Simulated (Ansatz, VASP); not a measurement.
# BeS: VASP beside Ansatz

```
Be S
1.0
     0.00000    2.35225    2.38863
     2.35225    0.00000    2.38863
     2.35225    2.35225    0.00000
Be S
1 1
Direct
  0.00000 0.00000 0.00000
  0.75000 0.75000 0.75000
```

Change from the starting cell: strain -0.030 along x and y, -0.015 along z, atoms carried along.

Alike in both runs: task single point; functional PBE; k mesh 8 × 8 × 8; occupations gaussian, width 0.05 eV; no spin polarisation.

|  | VASP | Ansatz |
| --- | --- | --- |
| version | VASP 6.6.1 | Ansatz 0.2.0 |
| potentials or method | VASP PAW PBE potentials, release 64 (Be, S), cutoff 520 eV | scalar-relativistic, plane waves, PAW |
| valence electrons in the cell | 8 | 8 |

Ansatz gave:

```
gap on the k mesh at the Fermi level (eV)                     : 2.85
least direct gap on the mesh (eV)                             : 5.57
pressure (GPa)                                                : 10.2
traceless stress, the component that is largest in VASP (GPa) : -1.07
```

Problem. Estimate VASP's values.

Solution. gap on the k mesh at the Fermi level (eV): 2.85; least direct gap on the mesh (eV): 5.59; pressure (GPa): 10.2; traceless stress, the component that is largest in VASP (GPa): -1.07.
